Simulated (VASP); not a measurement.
## Sb: single point with PBE

Sb:

```
Sb
1.0
     1.56261   -4.46042    0.02015
     1.56261    4.46042    0.02015
    -0.08419    0.00000    4.40060
Sb
2
Direct
  0.88933 0.11067 0.25000
  0.11067 0.88933 0.75000
```

```
Program             : VASP 6.6.1
Task                : single point
Functional          : PBE
Potentials or basis : VASP PAW PBE potentials, release 64 (Sb)
Cutoff              : 520 eV
k mesh              : 6 × 6 × 4
Occupations         : gaussian, width 0.1 eV
Spin                : no spin polarisation
```

| Item | Value |
| --- | --- |
| Pressure | 0.0 GPa |
| Largest force | 0.048 eV/Å |
| Band gap on the k mesh | zero (band 5 reaches 11.59 eV, above the bottom of band 6 at 4.89 eV) |

Forces on the atoms (eV/Å):
```
Sb   0.000  0.048  0.000
Sb   0.000 -0.048  0.000
```

Stress tensor (GPa, compression positive):
```
-0.07  0.00  0.06
 0.00  0.12  0.00
 0.06  0.00  0.03
```

Levels at points of the mesh, in eV from the Fermi level:
| k point | band 3 | band 4 | band 5 | band 6 | band 7 | band 8 |
| --- | --- | --- | --- | --- | --- | --- |
| (0.00, 0.00, 0.00) | -3.50 | -3.38 | 1.46 | 3.04 | 3.70 | 4.10 |
| (0.50, 0.00, 0.00) | -4.55 | -3.03 | -1.03 | 0.25 | 1.87 | 2.79 |
| (0.50, 0.50, 0.00) | -2.26 | -1.21 | -0.80 | -0.37 | 3.03 | 6.94 |
| (0.00, 0.00, 0.50) | -1.93 | -1.93 | -0.46 | -0.46 | 4.96 | 4.96 |
| (0.50, 0.00, 0.50) | -4.06 | -4.05 | -1.64 | -1.59 | 1.88 | 1.91 |
| (0.50, 0.50, 0.50) | -5.31 | -5.31 | 4.66 | 4.66 | 4.82 | 4.82 |

It took 38 s on 1 thread of AMD EPYC 7R43 64-Core Processor (Zen 3), with other jobs on the host, peak memory 0.17 GiB.

Caveat: spin-orbit coupling is left out, which moves the levels of the heavy elements.
